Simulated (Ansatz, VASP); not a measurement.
**LiF in VASP and in Ansatz**

File INCAR:

```
SYSTEM = LiF
  ALGO = Normal
  EDIFF = 1E-7
  ENCUT = 520
  GGA = PE
  ISIF = 2
  ISMEAR = 0
  LASPH = .TRUE.
  LCHARG = .FALSE.
  LREAL = .FALSE.
  LWAVE = .FALSE.
  NBANDS = 12
  NELM = 100
  PREC = Accurate
  SIGMA = 0.05
```

Contents of KPOINTS:

```
k-points
0
G
  12 12 12
  0 0 0
```

POSCAR

```
LiF
1.0
    0.0000000000      1.8453482987      2.3989527883
    1.8453482987      0.0000000000      2.3989527883
    1.8453482987      1.8453482987      0.0000000000
Li F
1 1
Direct
    0.0000000000      0.0000000000      0.0000000000
    0.5000000000      0.5000000000      0.5000000000
```

Input for Ansatz:

```yaml
crystal:
  lattice:
    - [0.0, 1.8453482987, 2.3989527883]
    - [1.8453482987, 0.0, 2.3989527883]
    - [1.8453482987, 1.8453482987, 0.0]
  atoms:
    - { symbol: Li, position: [0.0, 0.0, 0.0] }
    - { symbol: F, position: [0.5, 0.5, 0.5] }
basis:
  ecutwfc: 420
kpoints:
  mp_grid: { grid: [12, 12, 12] }
hamiltonian:
  xc: pbe
scf:
  occupations: { method: gaussian, width: 0.05 }
output:
  forces: true
  stress: true
  eigenvalues: true
  write_density: true
  write_potential: true
  elf: true
  volumetric_format: npy
```

Alike in both runs: task single point; functional PBE; k mesh 12 × 12 × 12; occupations gaussian, width 0.05 eV; no spin polarisation.

|  | VASP | Ansatz |
| --- | --- | --- |
| version | VASP 6.6.1 | Ansatz 0.2.0 |
| potentials or method | VASP PAW PBE potentials, release 64 (Li_sv, F), cutoff 520 eV | scalar-relativistic, plane waves, PAW |
| valence electrons in the cell | 10 | 10 |

|  | VASP | Ansatz | Ansatz less VASP |
| --- | --- | --- | --- |
| gap on the k mesh at the Fermi level (eV) | 8.67 | 8.68 | +0.008 |
| least direct gap on the mesh (eV) | 8.86 | 8.87 | +0.011 |

With one functional, cell and mesh, what is left measures potentials, basis and numerics.

Noted on VASP's run: the cutoff is short for stress, so the pressure is rough.
